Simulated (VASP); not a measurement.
# TiHg3Sb2 (P-3m1) in VASP: notebook

TiHg3Sb2 is run at these levels: PBE; tasks: single point, relaxation of cell and atoms.

Program: VASP 6.6.1. These are calculated values, not measurements. Logs are shortened: lines on timing, memory, paths and dates and some standing lists are left out, and cuts for length are marked.

### 1 The cell of the first run

It takes space group P-3m1 (No. 164, trigonal). Conventional cell: a = 4.206 Å, b = 4.206 Å, c = 10.250 Å, α = 90.00°, β = 90.00°, γ = 120.00°. Within 3.8 Å of Ti (site symmetry -3m) lie 6 Hg at 2.88 Å. Within 4.0 Å of Hg (site symmetry -3m) lie 6 Sb at 3.01 Å. Within 4.0 Å of Hg (site symmetry 3m) lie 3 Ti at 2.88 Å and 3 Sb at 3.01 Å and 3 Hg at 3.95 Å. Within 4.4 Å of Sb (site symmetry 3m) lie 6 Hg at 3.01 Å and 3 Ti at 4.13 Å and 9 Sb at 4.21 to 4.32 Å.

The cell was generated, and may not be a known phase.

### 2 Single point, PBE

Input file INCAR:

```
PREC = Accurate
ENCUT = 520
EDIFF = 1E-6
ISMEAR = 0
SIGMA = 0.1
LREAL = False
LASPH = True
NELM = 60
ALGO = Fast
ISIF = 2
LWAVE = False
LCHARG = False
GGA = PE
NBANDS = 38
```

Input file KPOINTS:

```
regular mesh
0
Gamma
  6 6 2
```

Input file POSCAR:

```
TiHg3Sb2
1.0
    4.2056647800      0.0000000000      0.0000000000
   -2.1028323900      3.6422125400      0.0000000000
    0.0000000000      0.0000000000     10.2498844000
Ti Hg Sb
1 3 2
Direct
    0.0000000000      0.0000000000      0.0000000000
    0.0000000000      0.0000000000      0.5000000000
    0.3333333300      0.6666666700      0.1517480900
    0.6666666700      0.3333333300      0.8482519100
    0.3333333300      0.6666666700      0.6741914200
    0.6666666700      0.3333333300      0.3258085800
```

Potentials or basis: VASP PAW PBE potentials, release 64 (Ti_sv, Hg, Sb).

Started as:

```bash
cat potpaw_PBE.64/Ti_sv/POTCAR potpaw_PBE.64/Hg/POTCAR potpaw_PBE.64/Sb/POTCAR > POTCAR
mpirun -np 1 vasp_std > vasp.out
```

OUTCAR:

```text
PREC = Accurate
   ENCUT = 520
   EDIFF = 1E-6
   ISMEAR = 0
   LREAL = False
   LASPH = True
   NELM = 60
   ISIF = 2
   GGA = PE

 ion  position               nearest neighbor table
   1  0.000  0.000  0.000-   3 2.88   4 2.88   4 2.88   3 2.88   4 2.88   3 2.88
   2  0.000  0.000  0.500-   5 3.01   6 3.01   6 3.01   5 3.01   6 3.01   5 3.01
   3  0.333  0.667  0.152-   1 2.88   1 2.88   1 2.88   6 3.01   6 3.01   6 3.01
   4  0.667  0.333  0.848-   1 2.88   1 2.88   1 2.88   5 3.01   5 3.01   5 3.01
   5  0.333  0.667  0.674-   4 3.01   4 3.01   4 3.01   2 3.01   2 3.01   2 3.01
   6  0.667  0.333  0.326-   3 3.01   3 3.01   3 3.01   2 3.01   2 3.01   2 3.01

  LATTYP: Found a hexagonal cell.
 ALAT       =     4.2056647800
 C/A-ratio  =     2.4371615276

  Lattice vectors:

 A1 = (   4.2056647800,   0.0000000000,   0.0000000000)
 A2 = (  -2.1028323900,   3.6422125400,   0.0000000000)
 A3 = (   0.0000000000,   0.0000000000,  10.2498844000)

Analysis of symmetry for initial positions (statically):
=====================================================================
 Subroutine PRICEL returns:
 Original cell was already a primitive cell.

 Routine SETGRP: Setting up the symmetry group for a
 hexagonal supercell.

 Subroutine GETGRP returns: Found 12 space group operations
 (whereof 12 operations were pure point group operations)
 out of a pool of 24 trial point group operations.

The static configuration has the point symmetry D_3d.

Analysis of symmetry for dynamics (positions and initial velocities):
=====================================================================
 Subroutine PRICEL returns:
 Original cell was already a primitive cell.

 Routine SETGRP: Setting up the symmetry group for a
 hexagonal supercell.

 Subroutine GETGRP returns: Found 12 space group operations
 (whereof 12 operations were pure point group operations)
 out of a pool of 24 trial point group operations.

The dynamic configuration has the point symmetry D_3d.

 Subroutine INISYM returns: Found 12 space group operations
 (whereof 12 operations are pure point group operations),
 and found     1 'primitive' translations

----------------------------------------------------------------------------------------

                                     Primitive cell

  volume of cell :     157.0070

  direct lattice vectors                    reciprocal lattice vectors
     4.205664780  0.000000000  0.000000000     0.237774538  0.137279193  0.000000000
    -2.102832390  3.642212540  0.000000000     0.000000000  0.274558387  0.000000000
     0.000000000  0.000000000 10.249884400     0.000000000  0.000000000  0.097562076

  length of vectors
     4.205664780  4.205664781 10.249884400     0.274558387  0.274558387  0.097562076

  position of ions in fractional coordinates (direct lattice)
     0.000000000  0.000000000  0.000000000
     0.000000000  0.000000000  0.500000000
     0.333333330  0.666666670  0.151748090
     0.666666670  0.333333330  0.848251910
     0.333333330  0.666666670  0.674191420
     0.666666670  0.333333330  0.325808580

  ion indices of the primitive-cell ions
   primitive index   ion index
                 1           1
                 2           2
                 3           3
                 4           4
                 5           5
                 6           6

----------------------------------------------------------------------------------------

 KPOINTS: regular mesh

Automatic generation of k-mesh.
 Grid dimensions read from file:
 generate k-points for:    6    6    2

 Generating k-lattice:

  Cartesian coordinates                     Fractional coordinates (reciprocal lattice)
     0.039629090  0.022879866  0.000000000     0.166666667  0.000000000  0.000000000
     0.000000000  0.045759731  0.000000000     0.000000000  0.166666667  0.000000000
     0.000000000  0.000000000  0.048781038     0.000000000  0.000000000  0.500000000

  Length of vectors
     0.045759731  0.045759731  0.048781038

  Shift w.r.t. Gamma in fractional coordinates (k-lattice)
     0.000000000  0.000000000  0.000000000

 Subroutine IBZKPT returns following result:
 ===========================================

 Found     14 irreducible k-points:

 Following reciprocal coordinates:
            Coordinates               Weight
  0.000000  0.000000  0.000000      1.000000
  0.166667  0.000000  0.000000      6.000000
  0.333333 -0.000000  0.000000      6.000000
  0.500000  0.000000  0.000000      3.000000
  0.166667  0.166667  0.000000      6.000000
  0.333333  0.166667  0.000000     12.000000
  0.333333  0.333333  0.000000      2.000000
  0.000000  0.000000  0.500000      1.000000
  0.166667  0.000000  0.500000      6.000000
  0.333333 -0.000000  0.500000      6.000000
  0.500000  0.000000  0.500000      3.000000
  0.166667  0.166667  0.500000      6.000000
  0.333333  0.166667  0.500000     12.000000
  0.333333  0.333333  0.500000      2.000000
   k-points           NKPTS =     14   k-points in BZ     NKDIM =     14   number of bands    NBANDS=     38
   number of dos      NEDOS =    301   number of ions     NIONS =      6
   total plane-waves  NPLWV =  81920
   dimension x,y,z NGX =    32 NGY =   32 NGZ =   80
   dimension x,y,z NGXF=    64 NGYF=   64 NGZF=  160
   ions per type =               1   3   2
   NGX,Y,Z   is equivalent  to a cutoff of  12.65, 12.65, 12.98 a.u.
   NGXF,Y,Z  is equivalent  to a cutoff of  25.30, 25.30, 25.95 a.u.
 SYSTEM =  unknown system
   PREC   = accura    normal or accurate (medium, high low for compatibility)
   ISTART =      0    job   : 0-new  1-cont  2-samecut
   ICHARG =      2    charge: 1-file 2-atom 10-const
   ISPIN  =      1    spin polarized calculation?
   LNONCOLLINEAR =      F non collinear calculations
   LSORBIT =      F    spin-orbit coupling
   LASPH  =      T    aspherical Exc in radial PAW
   ENCUT  =  520.0 eV  38.22 Ry    6.18 a.u.   7.82  7.82 19.06*2*pi/ulx,y,z
   NELM   =     60;   NELMIN=  2; NELMDL= -5     # of ELM steps
   EDIFF  = 0.1E-05   stopping-criterion for ELM
   LREAL  =      F    real-space projection
   EDIFFG = 0.1E-04   stopping-criterion for IOM
   NSW    =      0    number of steps for IOM
   IBRION =     -1    ionic relax: 0-MD 1-quasi-New 2-CG
   NFREE  =      0    steps in history (QN), initial steepest desc. (CG)
   ISIF   =      2    stress and relaxation
   ISYM   =      2    0-nonsym 1-usesym 2-fastsym
   POTIM  = 0.5000    time-step for ionic-motion
   TEBEG  =    0.0;   TEEND  =   0.0 temperature during run
   PSTRESS=    0.0 pullay stress
   NELECT =      58.0000    total number of electrons
   NUPDOWN=      -1.0000    fix difference up-down
   EMIN   =  10.00;   EMAX   =-10.00  energy-range for DOS
   EFERMI =   0.00;   METHOD = LEGACY
   ISMEAR =     0;   SIGMA  =   0.10  broadening in eV -4-tet -1-fermi 0-gaus
   EFERMI_NEDOS =   21; number of points for ismear=-14 and -15
   IALGO  =     68    algorithm
   IMIX   =      4    mixing-type and parameters
     AMIX     =   0.40;   BMIX     =  1.00
     AMIX_MAG =   1.60;   BMIX_MAG =  1.00
  volume/ion in A,a.u.               =      26.17       176.59
  Fermi-wavevector in a.u.,A,eV,Ry     =   1.174657  2.219780 18.773589  1.379820
  Thomas-Fermi vector in A             =   2.311051
   LORBIT       =      0    0 simple, 1 ext, 2 COOP (PROOUT), +10 PAW based schemes
   GGA     = PE    functional components
   LHFCALC =     F    Hartree Fock is set to
   AEXX    =    0.0000 exact exchange contribution
   IVDW    =     0    specifies the selected vdW correction
   LEPSILON=     F    determine dielectric tensor
   LRPA    =     F    only Hartree local field effects (RPA)
 non-spin polarized calculation
 RMM-DIIS sequential band-by-band and
 Gauss-broadening in eV      SIGMA  =   0.10
  energy-cutoff  :      520.00
  volume of cell :      157.01
 maximum number of plane-waves:      4254
 NGX is ok and might be reduce to    32
   NGX = 15   NGY = 15   NGZ = 39

 number of electron      58.0000007 magnetization

 Free energy of the ion-electron system (eV)
  ---------------------------------------------------
  ext. energy  EPLUGINS =         0.00000000
  ---------------------------------------------------
  free energy    TOTEN  =       -15.08789736 eV

  energy without entropy =      -15.06042952  energy(sigma->0) =      -15.07416344

 E-fermi :   4.7383     XC(G=0): -10.1434

 val. band max:        4.6765797581   @ k =   0.3333   0.1667   0.0000
 cond. band min:       4.7393651367   @ k =   0.3333   0.3333   0.5000
 fundamental gap:      0.0627853786
 Fermi energy:         4.7383259374

 k-point     1 :       0.0000    0.0000    0.0000
  band No.  band energies     occupation
      1     -53.0975      2.00000
      2     -29.4253      2.00000
      3     -29.2979      2.00000
      4     -29.2979      2.00000
      5      -6.1391      2.00000
      6      -5.2427      2.00000
[... 30 lines left out ...]
     37       9.1927      0.00000
     38       9.1929      0.00000

 k-point     2 :       0.1667    0.0000    0.0000
  band No.  band energies     occupation
      1     -53.0974      2.00000
      2     -29.4250      2.00000
      3     -29.3001      2.00000
      4     -29.2984      2.00000
      5      -5.8807      2.00000
      6      -5.1398      2.00000
[... 30 lines left out ...]
     37       9.3434      0.00000
     38       9.9378      0.00000

 k-point     3 :       0.3333   -0.0000    0.0000
  band No.  band energies     occupation
      1     -53.0972      2.00000
      2     -29.4244      2.00000
      3     -29.3044      2.00000
      4     -29.2995      2.00000
      5      -5.2536      2.00000
      6      -4.9213      2.00000
[... 30 lines left out ...]
     37       8.3276      0.00000
[... 371 lines left out ...]
 k-point    13 :       0.3333    0.1667    0.5000
  band No.  band energies     occupation
      1     -53.0971      2.00000
      2     -29.4241      2.00000
      3     -29.3055      2.00000
      4     -29.3012      2.00000
      5      -4.9141      2.00000
      6      -4.7635      2.00000
[... 30 lines left out ...]
     37       7.7901      0.00000
     38       8.7688      0.00000

 k-point    14 :       0.3333    0.3333    0.5000
  band No.  band energies     occupation
      1     -53.0970      2.00000
      2     -29.4240      2.00000
      3     -29.3040      2.00000
      4     -29.3040      2.00000
      5      -4.7172      2.00000
      6      -4.7172      2.00000
[... 30 lines left out ...]
     37       9.4203      0.00000
     38       9.4474      0.00000

------------------------ aborting loop because EDIFF is reached ----------------------------------------

  FORCE on cell =-STRESS in cart. coord.  units (eV):
  Direction    XX          YY          ZZ          XY          YZ          ZX
  --------------------------------------------------------------------------------------
  -------------------------------------------------------------------------------------
  Total       -0.7723992     -0.7723992     -2.8177239      0.0000000      0.0000000     -0.0000000
  in kB       -7.8819463     -7.8819463    -28.7534602      0.0000000      0.0000000     -0.0000000
  external PRESSURE =     -14.8391176 kB  Pullay stress =       0.0000000 kB

 VOLUME and BASIS-vectors are now :
 -----------------------------------------------------------------------------
  energy-cutoff  :      520.00
  volume of cell :      157.01
      direct lattice vectors                 reciprocal lattice vectors
     4.205664780  0.000000000  0.000000000     0.237774538  0.137279193  0.000000000
    -2.102832390  3.642212540  0.000000000     0.000000000  0.274558387  0.000000000
     0.000000000  0.000000000 10.249884400     0.000000000  0.000000000  0.097562076

 POSITION                                       TOTAL-FORCE (eV/Angst)
 -----------------------------------------------------------------------------------
      0.00000      0.00000      0.00000         0.000000      0.000000     -0.000000
      0.00000      0.00000      5.12494         0.000000      0.000000     -0.000000
     -0.00000      2.42814      1.55540        -0.000000      0.000000     -0.054339
      2.10283      1.21407      8.69448         0.000000      0.000000      0.054339
     -0.00000      2.42814      6.91038         0.000000     -0.000000      0.761931
      2.10283      1.21407      3.33950         0.000000      0.000000     -0.761931
 -----------------------------------------------------------------------------------
    total drift:                               -0.000000     -0.000000      0.000000

  FREE ENERGIE OF THE ION-ELECTRON SYSTEM (eV)
  ---------------------------------------------------
  free  energy   TOTEN  =       -15.0878973575 eV

  energy  without entropy=      -15.0604295177  energy(sigma->0) =      -15.07416344
```

Run time: 74 s. Hardware: 1 thread of Intel Xeon 6975P-C (Granite Rapids), shared host; peak memory 0.32 GiB.

Results:

```yaml
Free_energy: -15.0879 eV
Pressure: -1.5 GPa
Largest_force: 0.762 eV/Å
Band_gap_on_the_k_mesh: zero (bands 29 and 30 overlap by 1.31 eV)
```

Forces in eV/Å, atoms in the order of the input:
```
Ti   0.000  0.000  0.000
Hg   0.000  0.000  0.000
Hg   0.000  0.000 -0.054
Hg   0.000  0.000  0.054
Sb   0.000  0.000  0.762
Sb   0.000  0.000 -0.762
```

Stress tensor (GPa, compression positive):
```
-0.79  0.00  0.00
 0.00 -0.79  0.00
 0.00  0.00 -2.88
```

Caveat: spin-orbit coupling is left out, which moves the levels of the heavy elements.

### 3 Single point, PBE

This run uses another cell than the first one, of 26.68 Å³/atom.

Input file INCAR:

```
SYSTEM = TiHg3Sb2
PREC     = Accurate       ! precision mode
ENCUT    = 520            ! plane-wave cutoff, eV
EDIFF    = 1E-7           ! SCF threshold, eV
ISMEAR   = 0              ! smearing method
SIGMA    = 0.1            ! smearing width, eV
LREAL    = .False.        ! projectors in reciprocal space
LASPH    = .True.         ! aspherical terms in the spheres
NELM     = 80             ! most SCF steps
ALGO     = Fast           ! electronic algorithm
ISIF     = 2              ! what is computed and relaxed
LWAVE    = .False.        ! write WAVECAR
LCHARG   = .False.        ! write CHGCAR
GGA      = PE             ! functional
NBANDS   = 38             ! bands
```

Input file KPOINTS:

```
regular mesh
0
Gamma
  6 6 2
  0 0 0
```

Input file POSCAR:

```
TiHg3Sb2
1.0
    4.5268164868      0.0000000000      0.0000000000
   -2.2634082434      3.9203380758      0.0000000000
    0.0000000000      0.0000000000      9.0200496164
Ti Hg Sb
1 3 2
Direct
    0.0000000000      0.0000000000      0.0000000000
    0.0000000000      0.0000000000      0.5000000000
    0.3333333333      0.6666666667      0.1305211991
    0.6666666667      0.3333333333      0.8694788009
    0.3333333333      0.6666666667      0.7373795582
    0.6666666667      0.3333333333      0.2626204418
```

Potentials or basis: VASP PAW PBE potentials, release 64 (Ti_sv, Hg, Sb).

Started as:

```bash
cat potpaw_PBE.64/Ti_sv/POTCAR potpaw_PBE.64/Hg/POTCAR potpaw_PBE.64/Sb/POTCAR > POTCAR
mpirun -np 1 vasp_std > vasp.out
```

OUTCAR:

```text
SYSTEM = TiHg3Sb2
   PREC = Accurate
   ENCUT = 520
   EDIFF = 1E-7
   ISMEAR = 0
   LREAL = .False.
   LASPH = .True.
   NELM = 80
   ISIF = 2
   GGA = PE

 ion  position               nearest neighbor table
   1  0.000  0.000  0.000-   3 2.87   4 2.87   3 2.87   4 2.87   4 2.87   3 2.87
   2  0.000  0.000  0.500-   5 3.38   6 3.38   5 3.38   6 3.38   6 3.38   5 3.38
   3  0.333  0.667  0.131-   1 2.87   1 2.87   1 2.87   6 2.87   6 2.87   6 2.87   4 3.52   4 3.52
                             4 3.52   5 3.55
   4  0.667  0.333  0.869-   1 2.87   1 2.87   1 2.87   5 2.87   5 2.87   5 2.87   3 3.52   3 3.52
                             3 3.52   6 3.55
   5  0.333  0.667  0.737-   4 2.87   4 2.87   4 2.87   2 3.38   2 3.38   2 3.38   3 3.55
   6  0.667  0.333  0.263-   3 2.87   3 2.87   3 2.87   2 3.38   2 3.38   2 3.38   4 3.55

  LATTYP: Found a hexagonal cell.
 ALAT       =     4.5268164868
 C/A-ratio  =     1.9925812417

  Lattice vectors:

 A1 = (   4.5268164868,   0.0000000000,   0.0000000000)
 A2 = (  -2.2634082434,   3.9203380758,   0.0000000000)
 A3 = (   0.0000000000,   0.0000000000,   9.0200496164)

Analysis of symmetry for initial positions (statically):
[... 178 lines left out ...]

 k-point     1 :       0.0000    0.0000    0.0000
  band No.  band energies     occupation
      1     -52.9727      2.00000
      2     -29.2409      2.00000
      3     -29.2409      2.00000
      4     -29.2369      2.00000
      5      -6.2382      2.00000
      6      -5.6028      2.00000
[... 563 lines left out ...]
     37       9.7092      0.00000
     38       9.7102      0.00000

------------------------ aborting loop because EDIFF is reached ----------------------------------------

  FORCE on cell =-STRESS in cart. coord.  units (eV):
  Direction    XX          YY          ZZ          XY          YZ          ZX
  --------------------------------------------------------------------------------------
  -------------------------------------------------------------------------------------
  Total        0.1160743      0.1160743      0.4124069     -0.0000000      0.0000000     -0.0000000
  in kB        1.1617731      1.1617731      4.1277289     -0.0000000      0.0000000     -0.0000000
  external PRESSURE =       2.1504251 kB  Pullay stress =       0.0000000 kB

 VOLUME and BASIS-vectors are now :
 -----------------------------------------------------------------------------
  energy-cutoff  :      520.00
  volume of cell :      160.08
      direct lattice vectors                 reciprocal lattice vectors
     4.526816487  0.000000000  0.000000000     0.220905796  0.127540021  0.000000000
    -2.263408243  3.920338076  0.000000000     0.000000000  0.255080042  0.000000000
     0.000000000  0.000000000  9.020049616     0.000000000  0.000000000  0.110864135

 POSITION                                       TOTAL-FORCE (eV/Angst)
 -----------------------------------------------------------------------------------
      0.00000      0.00000      0.00000         0.000000      0.000000      0.000000
      0.00000      0.00000      4.51002         0.000000      0.000000      0.000000
     -0.00000      2.61356      1.17731        -0.000000      0.000000      0.038524
      2.26341      1.30678      7.84274         0.000000      0.000000     -0.038524
     -0.00000      2.61356      6.65120         0.000000      0.000000      0.001881
      2.26341      1.30678      2.36885        -0.000000     -0.000000     -0.001881
 -----------------------------------------------------------------------------------
    total drift:                                0.000000      0.000000      0.000000

  FREE ENERGIE OF THE ION-ELECTRON SYSTEM (eV)
  ---------------------------------------------------
  free  energy   TOTEN  =       -15.7684123153 eV

  energy  without entropy=      -15.7494839209  energy(sigma->0) =      -15.75894812
```

Run time: 1.9 min. Hardware: 1 thread of Intel Xeon 6975P-C (Granite Rapids), shared host; peak memory 0.34 GiB.

What came out:

```
Free energy            : -15.7684 eV
Pressure               : 0.2 GPa
Largest force          : 0.039 eV/Å
Band gap on the k mesh : zero (bands 29 and 30 overlap by 0.91 eV)
```

Forces on the atoms (eV/Å):
```
Ti   0.000  0.000  0.000
Hg   0.000  0.000  0.000
Hg   0.000  0.000  0.039
Hg   0.000  0.000 -0.039
Sb   0.000  0.000  0.002
Sb   0.000  0.000 -0.002
```

Levels at points of the mesh, in eV from the Fermi level:
```tsv
k point	band 27	band 28	band 29	band 30	band 31	band 32
(0.00, 0.00, 0.00)	0.04	0.17	0.17	0.28	0.28	0.35
(0.50, 0.00, 0.00)	-1.61	-1.48	-0.35	0.29	0.49	0.61
(0.00, 0.00, 0.50)	-0.04	0.23	0.23	0.33	0.33	0.94
(0.50, 0.00, 0.50)	-1.86	-1.76	-1.41	0.49	0.54	0.81
```

Caveat: spin-orbit coupling is left out, which moves the levels of the heavy elements.

(Continued in part 2 of 2.)

The gap in the log of VASP goes by the Fermi energy; the results here count the filled bands.